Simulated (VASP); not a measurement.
Write the native input for VASP 6.6.1 that does the following.

```yaml
Task: single point
Functional: PBE
Potentials_or_basis: VASP PAW PBE potentials, release 64 (B)
Cutoff: 520 eV
k_mesh: 18 × 18 × 18
Occupations: gaussian, width 0.1 eV
Spin: no spin polarisation
Dipole_correction: no
Further_INCAR_settings: ALGO = Fast; EDIFF = 1e-06; NBANDS = 14
```

The structure of B lies in POSCAR:

```
B
1.0
   -1.5471099254      2.5381611092      2.3023632968
    1.5471099254     -2.5381611092      2.3023632968
    1.5471099254      2.5381611092     -2.3023632968
B
4
Direct
    0.0561221414      0.2518505706      0.8042715708
    0.4475789998      0.2518505706      0.1957284292
    0.3125664441      0.6168660469      0.6957003972
    0.9211656497      0.6168660469      0.3042996028
```

The cell was built from a structure type or drawn by symmetry, and may not be a known phase.

These files were run (other wordings do the same):

INCAR

```
SYSTEM = B
  ALGO = Fast
  EDIFF = 1E-6
  ENCUT = 520
  GGA = PE
  ISIF = 2
  ISMEAR = 0
  LASPH = .True.
  LCHARG = .True.
  LELF = .True.
  LREAL = .False.
  LVHAR = .True.
  LWAVE = .False.
  NBANDS = 14
  NELM = 100
  PREC = Accurate
  SIGMA = 0.1
```

KPOINTS

```
k-points
0
Gamma
  18 18 18
  0 0 0
```

Potentials or basis: VASP PAW PBE potentials, release 64 (B).

Launch:

```console
$ cat potpaw_PBE.64/B/POTCAR > POTCAR
$ mpirun -np 1 vasp_std > vasp.out
```

Results of the run:

* Pressure: 0.0 GPa
* Largest force: 0.003 eV/Å
* Band gap on the k mesh: zero (bands 6 and 7 overlap by 2.42 eV)

It took 2.9 min on 1 thread of Intel(R) Xeon(R) 6975P-C (Granite Rapids), on a shared host, peak memory 0.41 GiB.
